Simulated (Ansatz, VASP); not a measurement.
**SrCl2: VASP beside Ansatz**

The input INCAR:

```
PREC = Accurate
ENCUT = 520
EDIFF = 1E-6
ISMEAR = 0
SIGMA = 0.01
LREAL = F
LASPH = T
NELM = 60
ALGO = Normal
ISIF = 2
LWAVE = F
LCHARG = T
GGA = PE
LELF = T
LVHAR = T
NBANDS = 19
```

KPOINTS

```
Automatic mesh
0
Gamma
  6 6 6
```

File POSCAR:

```
SrCl2
1.0
    0.0000000000      3.5205221746      3.5205221746
    3.5205221746      0.0000000000      3.5205221746
    3.5205221746      3.5205221746      0.0000000000
Sr Cl
1 2
Direct
    0.0000000000      0.0000000000      0.0000000000
    0.2500000000      0.2500000000      0.2500000000
    0.7500000000      0.7500000000      0.7500000000
```

Input for Ansatz:

```yaml
crystal:
  lattice:
    - [0.0, 3.5205221746, 3.5205221746]
    - [3.5205221746, 0.0, 3.5205221746]
    - [3.5205221746, 3.5205221746, 0.0]
  atoms:
    - { symbol: Sr, position: [0.0, 0.0, 0.0] }
    - { symbol: Cl, position: [0.25, 0.25, 0.25] }
    - { symbol: Cl, position: [0.75, 0.75, 0.75] }
kpoints:
  mp_grid: { grid: [6, 6, 6] }
hamiltonian:
  xc: pbe
scf:
  occupations: { method: fixed }
  n_extra_bands: 4
output:
  forces: true
  stress: true
  eigenvalues: true
```

Alike in both runs: task single point; functional PBE; k mesh 6 × 6 × 6; no spin polarisation.

```csv
,VASP,Ansatz
version,VASP 6.6.1,Ansatz 0.2.0
potentials or method,"VASP PAW PBE potentials, release 64 (Sr_sv, Cl)","plane waves, PAW"
plane-wave cutoff (eV),520,420
occupations,"gaussian, width 0.01 eV",fixed
valence electrons in the cell,24,24
```

VASP gave:

| Item | Value |
| --- | --- |
| gap on the k mesh at the Fermi level (eV) | 5.23 |
| pressure (GPa) | 0.1 |

Estimate Ansatz's values.

gap on the k mesh at the Fermi level (eV): 5.24; pressure (GPa): 0.0.
